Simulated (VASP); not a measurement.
Wanted: the native input for a VASP 6.6.1 run.

* Task: single point
* Functional: PBE
* Potentials or basis: VASP PAW PBE potentials, release 64 (Sr_sv, Hf_pv, O)
* Cutoff: 520 eV
* k mesh: 12 × 12 × 4
* Occupations: gaussian, width 0.1 eV
* Spin: no spin polarisation
* Dipole correction: no
* Further INCAR settings: ALGO = Normal; EDIFF = 1e-07; NBANDS = 37

The structure of Sr4HfO lies in POSCAR:

```
Sr4HfO
1.0
    3.7178916423      0.0000000000      0.0000000000
   -1.8589458211      3.2197886107      0.0000000000
    0.0000000000      0.0000000000     16.1609640962
Sr Hf O
4 1 1
Direct
    0.6666666667      0.3333333333      0.6740164202
    0.0000000000      0.0000000000      0.9018242778
    0.0000000000      0.0000000000      0.0981757222
    0.6666666667      0.3333333333      0.3259835798
    0.0000000000      0.0000000000      0.5000000000
    0.6666666667      0.3333333333      0.0000000000
```

The cell was built from a structure type or drawn by symmetry, and may not be a known phase.

These files were run (other wordings do the same):

INCAR

```
SYSTEM = Sr4HfO
PREC = Accurate
ENCUT = 520
EDIFF = 1E-7
ISMEAR = 0
SIGMA = 0.1
LREAL = .FALSE.
LASPH = .TRUE.
NELM = 80
ALGO = Normal
ISIF = 2
LWAVE = .FALSE.
LCHARG = .FALSE.
GGA = PE
NBANDS = 37
```

KPOINTS

```
Automatic mesh
0
G
  12 12 4
  0 0 0
```

Potentials or basis: VASP PAW PBE potentials, release 64 (Sr_sv, Hf_pv, O).

Launch:

```sh
$ cat potpaw_PBE.64/Sr_sv/POTCAR potpaw_PBE.64/Hf_pv/POTCAR potpaw_PBE.64/O/POTCAR > POTCAR
$ mpirun -np 1 vasp_std > vasp.out
```

Results of the run:

The pressure is 0.1 GPa, the largest force is 0.043 eV/Å and the band gap on the k mesh is zero (bands 28 and 29 overlap by 0.21 eV).

Caveat: spin-orbit coupling is left out, which moves the levels of the heavy elements.

Run time: 5 min on 1 thread of Intel(R) Xeon(R) 6975P-C (Granite Rapids), with other jobs on the host, peak memory 0.54 GiB.
